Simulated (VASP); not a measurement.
The system is SiGe3.

```
Si Ge
1.0
     5.55000    0.00000    0.00000
     0.00000    5.55000    0.00000
     0.00000    0.00000    5.55000
Si Ge
2 6
Cartesian
  0.0000 0.0000 0.0000
  0.0000 2.7750 2.7750
  2.7750 0.0000 2.7750
  2.7750 2.7750 0.0000
  1.3875 1.3875 1.3875
  1.3875 4.1625 4.1625
  4.1625 1.3875 4.1625
  4.1625 4.1625 1.3875
```

| Quantity | Value |
| --- | --- |
| Program | VASP 6.6.1 |
| Task | relaxation of volume and atoms at fixed shape |
| Functional | PBE |
| Potentials or basis | VASP PAW PBE potentials, release 64 (Si, Ge_d) |
| Cutoff | 600 eV |
| k mesh | 6 × 6 × 6 |
| Occupations | gaussian, width 0.02 eV |
| Spin | no spin polarisation |

At the start: pressure 5.3 GPa; volume 21.37 Å³/atom.

Task: Where does the relaxation end?

Result: Over 5 steps the energy falls by 27.9 meV/atom and the volume is 22.84 Å³/atom (+6.9 %); space group P-4m2 (No. 115, to 0.1 Å) before and after.

Step by step:
| step | energy change (eV) | largest force (eV/Å) | pressure (GPa) | volume (Å³) |
| --- | --- | --- | --- | --- |
| 1 | 0.0000 | 0.5833 | 5.30 | 170.95 |
| 2 | -0.1799 | 0.1052 | -2.11 | 189.05 |
| 3 | -0.2151 | 0.2337 | -0.21 | 183.43 |
| 4 | -0.2223 | 0.0770 | -0.08 | 182.95 |
| 5 | -0.2232 | 0.0019 | 0.02 | 182.70 |

Final structure:
```
CELL_PARAMETERS angstrom
5.67433 0.00000 0.00000
0.00000 5.67433 0.00000
0.00000 0.00000 5.67433
ATOMIC_POSITIONS crystal
Si 0.00000 0.00000 0.00000
Si 0.00000 0.50000 0.50000
Ge 0.50000 0.00000 0.50000
Ge 0.50000 0.50000 0.00000
Ge 0.24348 0.25000 0.25000
Ge 0.24348 0.75000 0.75000
Ge 0.75652 0.25000 0.75000
Ge 0.75652 0.75000 0.25000
```
